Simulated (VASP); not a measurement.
# BN (F-43m) in VASP: a series of runs, part 2 of 2

VASP 6.6.1.

### 3 Vibrations by perturbation theory, LDA (phonons at volume x 0.98)

The input, INCAR:

```
ALGO = Normal ; EDIFF = 1E-8
ENCUT = 520 ; IBRION = 8
ISIF = 2 ; ISMEAR = 0
LASPH = True ; LCHARG = False
LEPSILON = True ; LREAL = False
LWAVE = False ; NBANDS = 11
NELM = 80 ; NSW = 1
PREC = Accurate ; SIGMA = 0.01
```

The input, KPOINTS:

```
k-points
0
Gamma
  12 12 12
```

The input, POSCAR:

```
BN
1.0
    0.0000000000      1.7782587952      1.7782587952
    1.7782587952      0.0000000000      1.7782587952
    1.7782587952      1.7782587952      0.0000000000
B N
1 1
Direct
    0.0000000000      0.0000000000      0.0000000000
    0.7500000000      0.7500000000      0.7500000000
```

Potentials or basis: VASP PAW LDA potentials, release 64 (B, N).

Started as:

```
$ cat potpaw_LDA.64/B/POTCAR potpaw_LDA.64/N/POTCAR > POTCAR
$ mpirun -np 1 vasp_std > vasp.out
```

OUTCAR:

```text
EDIFF = 1E-8
   ENCUT = 520
   IBRION = 8
   ISIF = 2
   ISMEAR = 0
   LASPH = True
   LEPSILON = True
   LREAL = False
   NELM = 80
   NSW = 1
   PREC = Accurate

 ion  position               nearest neighbor table
   1  0.000  0.000  0.000-   2 1.54   2 1.54   2 1.54   2 1.54
   2  0.750  0.750  0.750-   1 1.54   1 1.54   1 1.54   1 1.54

  LATTYP: Found a face centered cubic cell.
 ALAT       =     3.5565175904

  Lattice vectors:

 A1 = (   0.0000000000,   1.7782587952,   1.7782587952)
 A2 = (   1.7782587952,   0.0000000000,   1.7782587952)
 A3 = (   1.7782587952,   1.7782587952,   0.0000000000)

Analysis of symmetry for initial positions (statically):
=====================================================================
 Subroutine PRICEL returns:
 Original cell was already a primitive cell.

 Routine SETGRP: Setting up the symmetry group for a
 face centered cubic supercell.

 Subroutine GETGRP returns: Found 24 space group operations
 (whereof 24 operations were pure point group operations)
 out of a pool of 48 trial point group operations.

The static configuration has the point symmetry T_d .

Analysis of symmetry for dynamics (positions and initial velocities):
=====================================================================
 Subroutine PRICEL returns:
 Original cell was already a primitive cell.

 Routine SETGRP: Setting up the symmetry group for a
 face centered cubic supercell.

 Subroutine GETGRP returns: Found 24 space group operations
 (whereof 24 operations were pure point group operations)
 out of a pool of 48 trial point group operations.

The dynamic configuration has the point symmetry T_d .

 Subroutine INISYM returns: Found 24 space group operations
[... 590 lines left out ...]
  x     0.00000    -0.00000    -0.00000     0.00000     1.02970     0.00000
  y     0.00000     0.00000     0.00000     0.00000     0.00000     1.02970
  z    -0.00000    -0.00000     0.00000     1.02970     0.00000     0.00000

 BORN EFFECTIVE CHARGES (including local field effects) (in |e|, cummulative output)
 ---------------------------------------------------------------------------------
 ion    1
    1     1.86322    -0.00000    -0.00000
    2     0.00000     1.86322     0.00000
    3    -0.00000     0.00000     1.86322
 ion    2
    1    -1.86322     0.00000     0.00000
    2     0.00000    -1.86322     0.00000
    3     0.00000    -0.00000    -1.86322

 INTERNAL STRAIN TENSOR FOR ION    2 for displacements in x,y,z  (eV/Angst):
          X           Y           Z          XY          YZ          ZX
  --------------------------------------------------------------------------------
  x     0.00000    -0.00000    -0.00000     0.00000     3.94297     0.00000
  y    -0.00000     0.00000    -0.00000     0.00000     0.00000     3.94297
  z    -0.00000    -0.00000     0.00000     3.94297     0.00000     0.00000

 SECOND DERIVATIVES (NOT SYMMETRIZED)
 ------------------------------------
               1X          1Y          1Z          2X          2Y          2Z
  1X   -26.998936    0.000000    0.000000   26.998936    0.000000    0.000000
  1Y     0.000000  -26.998936    0.000000    0.000000   26.998936    0.000000
  1Z     0.000000    0.000000  -26.998936    0.000000    0.000000   26.998936
  2X    26.993798    0.000000    0.000000  -26.993798    0.000000    0.000000
  2Y     0.000000   26.993798    0.000000    0.000000  -26.993798    0.000000
  2Z     0.000000    0.000000   26.993798    0.000000    0.000000  -26.993798

 Eigenvectors and eigenvalues of the dynamical matrix
 ----------------------------------------------------

   1 f  =   32.887016 THz   206.635217 2PiTHz 1096.992780 cm-1   136.009709 meV
             X         Y         Z           dx          dy          dz
      0.000000  0.000000  0.000000    -0.751219    0.000000    0.000000
      2.667388  2.667388  2.667388     0.660053    0.000000    0.000000
[... 21 lines left out ...]
   6 f/i=    0.001552 THz     0.009751 2PiTHz    0.051765 cm-1     0.006418 meV
             X         Y         Z           dx          dy          dz
      0.000000  0.000000  0.000000     0.000000    0.000000   -0.660053
      2.667388  2.667388  2.667388     0.000000    0.000000   -0.751219

--------------------------------------------------------------------------------------------------------

 MACROSCOPIC STATIC DIELECTRIC TENSOR IONIC CONTRIBUTION
 ------------------------------------------------------
           2.069073    -0.000000    -0.000000
          -0.000000     2.069073    -0.000000
          -0.000000    -0.000000     2.069073
 ------------------------------------------------------

 ELASTIC MODULI CONTR FROM IONIC RELAXATION (kBar)
 Direction    XX          YY          ZZ          XY          YZ          ZX
 --------------------------------------------------------------------------------
 XX          -0.0000      0.0000      0.0000      0.0000     -0.0000      0.0000
 YY           0.0000     -0.0000      0.0000      0.0000      0.0000     -0.0000
 ZZ           0.0000      0.0000     -0.0000     -0.0000      0.0000      0.0000
 XY           0.0000      0.0000     -0.0000    -78.5266      0.0000      0.0000
 YZ          -0.0000      0.0000      0.0000      0.0000    -78.5266      0.0000
 ZX           0.0000     -0.0000      0.0000      0.0000      0.0000    -78.5266
 --------------------------------------------------------------------------------

 PIEZOELECTRIC TENSOR IONIC CONTR  for field in x, y, z        (C/m^2)
          XX          YY          ZZ          XY          YZ          ZX
  --------------------------------------------------------------------------------
  x    -0.00000     0.00000     0.00000     0.00000    -0.37929     0.00000
  y     0.00000    -0.00000     0.00000     0.00000     0.00000    -0.37929
  z     0.00000     0.00000    -0.00000    -0.37929     0.00000     0.00000
```

OSZICAR:

```text
N       E                     dE             d eps       ncg     rms          rms(c)
DAV:   1     0.868649167956E+01    0.86865E+01   -0.50885E+03  1624   0.725E+02
DAV:   2    -0.201615687238E+02   -0.28848E+02   -0.27699E+02  1887   0.156E+02
DAV:   3    -0.206297712929E+02   -0.46820E+00   -0.46759E+00  1868   0.164E+01
DAV:   4    -0.206302291866E+02   -0.45789E-03   -0.45789E-03  1701   0.634E-01
[... 126 lines left out ...]
RMM:   6    -0.227583976404E+00   -0.80537E-05   -0.90013E-07 10335   0.875E-04    0.406E-04
RMM:   7    -0.227582105765E+00    0.18706E-05   -0.45746E-07 10654   0.328E-04    0.462E-05
RMM:   8    -0.227581792036E+00    0.31373E-06   -0.74963E-09 10814   0.149E-05    0.198E-05
RMM:   9    -0.227581736582E+00    0.55455E-07    0.11836E-08 10878   0.129E-05    0.884E-07
RMM:  10    -0.227581739053E+00   -0.24715E-08    0.92111E-10  7462   0.608E-07    0.406E-07
 Linear response finished
```

stdout:

```text
POSCAR found type information on POSCAR B N
 POSCAR found :  2 types and       2 ions
 scaLAPACK will be used
 LDA part: xc-table for (Slater(with rela. corr.)+CA(PZ))
 , standard interpolation
 POSCAR, INCAR and KPOINTS ok, starting setup
 FFT: planning ... GRIDC
 FFT: planning ... GRID_SOFT
 FFT: planning ... GRID
[... 24 lines left out ...]
 Linear response to external field, progress :
  Direction:   3
 dielectric tensor                  component  3 :     0.391     0.656     4.547
 Linear response DOF=           2
 Linear response progress:
 first order change of Fermi-energy   0.16832E+01
 force on displaced ion       1 direction 1 : -26.999  -0.000  -0.000
 Born effective charge ion    1 direction 1 :   1.863   0.000   0.000
 Linear response progress:
 first order change of Fermi-energy  -0.16830E+01
 force on displaced ion       2 direction 1 : -26.994   0.000   0.000
 Born effective charge ion    2 direction 1 :  -1.863   0.000   0.000
 Born effective charges drift removed
 Linear response finished
```

It took 1.7 min on 1 thread of AMD EPYC 9R45 (Zen 5), shared host; peak memory 0.16 GiB.

Results:

| Property | Result |
| --- | --- |
| Electronic dielectric tensor (diagonal) | 4.55 |
| Born charges (mean of the diagonal) | B +1.86; N -1.86 e |
| Highest phonon frequency at Γ, LO-TO splitting left out | 1097 cm⁻¹ |

Phonon frequencies in cm⁻¹ (negative: imaginary):
```
              q point           frequencies
(0.000, 0.000, 0.000)  0 0 0 1097 1097 1097
```

Electronic dielectric tensor:
```
4.55 0.00 0.00
0.00 4.55 0.00
0.00 0.00 4.55
```

Born effective charge tensors (e):
atom 1, B
```
1.86 0.00 0.00
0.00 1.86 0.00
0.00 0.00 1.86
```
atom 2, N
```
-1.86  0.00  0.00
 0.00 -1.86  0.00
 0.00  0.00 -1.86
```

Caveat: the cell differs from its parent crystal (phonons at volume x 0.98); the cell wasn't relaxed at this level first, which shifts response properties.

### 4 Vibrations by perturbation theory, LDA (phonons at volume x 1.02)

The input, INCAR:

```
PREC = Accurate
ENCUT = 520
EDIFF = 1E-8
ISMEAR = 0
SIGMA = 0.01
LREAL = False
LASPH = True
NELM = 60
ALGO = Normal
ISIF = 2
LWAVE = False
LCHARG = False
NBANDS = 11
IBRION = 8
NSW = 1
LEPSILON = True
```

The input, KPOINTS:

```
regular mesh
0
Gamma
  12 12 12
```

The input, POSCAR:

```
BN
1.0
    0.0000000000      1.8021308893      1.8021308893
    1.8021308893      0.0000000000      1.8021308893
    1.8021308893      1.8021308893      0.0000000000
B N
1 1
Direct
    0.0000000000      0.0000000000      0.0000000000
    0.7500000000      0.7500000000      0.7500000000
```

Potentials or basis: VASP PAW LDA potentials, release 64 (B, N).

Started as:

```
$ cat potpaw_LDA.64/B/POTCAR potpaw_LDA.64/N/POTCAR > POTCAR
$ mpirun -np 1 vasp_std > vasp.out
```

OUTCAR:

```text
PREC = Accurate
   ENCUT = 520
   EDIFF = 1E-8
   ISMEAR = 0
   LREAL = False
   LASPH = True
   NELM = 60
   ISIF = 2
   IBRION = 8
   NSW = 1
   LEPSILON = True

 ion  position               nearest neighbor table
   1  0.000  0.000  0.000-   2 1.56   2 1.56   2 1.56   2 1.56
   2  0.750  0.750  0.750-   1 1.56   1 1.56   1 1.56   1 1.56

  LATTYP: Found a face centered cubic cell.
 ALAT       =     3.6042617786

[... 663 lines left out ...]
      2.703196  2.703196  2.703196    -0.660050    0.000000    0.000000
[... 21 lines left out ...]
   6 f/i=    0.001600 THz     0.010051 2PiTHz    0.053360 cm-1     0.006616 meV
             X         Y         Z           dx          dy          dz
      0.000000  0.000000  0.000000    -0.110293    0.469841    0.450279
      2.703196  2.703196  2.703196    -0.125528    0.534739    0.512475

--------------------------------------------------------------------------------------------------------

 MACROSCOPIC STATIC DIELECTRIC TENSOR IONIC CONTRIBUTION
 ------------------------------------------------------
           2.237485    -0.000000    -0.000000
          -0.000000     2.237485    -0.000000
          -0.000000    -0.000000     2.237485
 ------------------------------------------------------

 ELASTIC MODULI CONTR FROM IONIC RELAXATION (kBar)
 Direction    XX          YY          ZZ          XY          YZ          ZX
 --------------------------------------------------------------------------------
 XX          -0.0000     -0.0000     -0.0000      0.0000      0.0000      0.0000
 YY          -0.0000     -0.0000     -0.0000      0.0000      0.0000      0.0000
 ZZ          -0.0000     -0.0000     -0.0000      0.0000      0.0000      0.0000
 XY           0.0000      0.0000      0.0000    -18.3522      0.0000      0.0000
 YZ           0.0000      0.0000      0.0000      0.0000    -18.3522      0.0000
 ZX           0.0000      0.0000      0.0000      0.0000      0.0000    -18.3522
 --------------------------------------------------------------------------------

 PIEZOELECTRIC TENSOR IONIC CONTR  for field in x, y, z        (C/m^2)
          XX          YY          ZZ          XY          YZ          ZX
  --------------------------------------------------------------------------------
  x     0.00000     0.00000     0.00000    -0.00000    -0.19068     0.00000
  y     0.00000     0.00000     0.00000     0.00000    -0.00000    -0.19068
  z     0.00000     0.00000     0.00000    -0.19068     0.00000    -0.00000
```

OSZICAR:

```text
N       E                     dE             d eps       ncg     rms          rms(c)
DAV:   1     0.715466164598E+01    0.71547E+01   -0.48263E+03  1624   0.715E+02
DAV:   2    -0.201329427780E+02   -0.27288E+02   -0.26518E+02  1870   0.152E+02
DAV:   3    -0.205563393146E+02   -0.42340E+00   -0.42281E+00  1866   0.157E+01
DAV:   4    -0.205567576764E+02   -0.41836E-03   -0.41836E-03  1686   0.615E-01
[... 127 lines left out ...]
RMM:   6    -0.226776264304E+00   -0.67777E-05   -0.80859E-07 10351   0.835E-04    0.415E-04
RMM:   7    -0.226774356394E+00    0.19079E-05   -0.37873E-07 10644   0.326E-04    0.461E-05
RMM:   8    -0.226774042753E+00    0.31364E-06   -0.34464E-09 10814   0.154E-05    0.198E-05
RMM:   9    -0.226773994842E+00    0.47910E-07    0.10713E-08 10849   0.135E-05    0.953E-07
RMM:  10    -0.226773998158E+00   -0.33153E-08    0.10840E-09  7553   0.787E-07    0.398E-07
 Linear response finished
```

stdout:

```text
POSCAR found type information on POSCAR B N
 POSCAR found :  2 types and       2 ions
 scaLAPACK will be used
 LDA part: xc-table for (Slater(with rela. corr.)+CA(PZ))
 , standard interpolation
 POSCAR, INCAR and KPOINTS ok, starting setup
 FFT: planning ... GRIDC
 FFT: planning ... GRID_SOFT
 FFT: planning ... GRID
[... 24 lines left out ...]
 Linear response to external field, progress :
  Direction:   3
 dielectric tensor                  component  3 :     0.396     0.662     4.582
 Linear response DOF=           2
 Linear response progress:
 first order change of Fermi-energy   0.17732E+01
 force on displaced ion       1 direction 1 : -24.484   0.000   0.000
 Born effective charge ion    1 direction 1 :   1.882   0.000   0.000
 Linear response progress:
 first order change of Fermi-energy  -0.17731E+01
 force on displaced ion       2 direction 1 : -24.479  -0.000  -0.000
 Born effective charge ion    2 direction 1 :  -1.882   0.000   0.000
 Born effective charges drift removed
 Linear response finished
```

It took 1.8 min on 1 thread of AMD EPYC 9R45 (Zen 5), shared host; peak memory 0.16 GiB.

Results:

| Item | Value |
| --- | --- |
| Electronic dielectric tensor (diagonal) | 4.58 |
| Born charges (mean of the diagonal) | B +1.88; N -1.88 e |
| Highest phonon frequency at Γ, LO-TO splitting left out | 1045 cm⁻¹ |

Phonon frequencies in cm⁻¹ (negative: imaginary):
| q point | frequencies |
| --- | --- |
| (0.000, 0.000, 0.000) | 0 0 0 1045 1045 1045 |

Electronic dielectric tensor:
```
4.58 0.00 0.00
0.00 4.58 0.00
0.00 0.00 4.58
```

Born effective charge tensors (e):
atom 1, B
```
1.88 0.00 0.00
0.00 1.88 0.00
0.00 0.00 1.88
```
atom 2, N
```
-1.88  0.00  0.00
 0.00 -1.88  0.00
 0.00  0.00 -1.88
```

Caveat: the cell differs from its parent crystal (phonons at volume x 1.02); the cell wasn't relaxed at this level first, which shifts response properties.
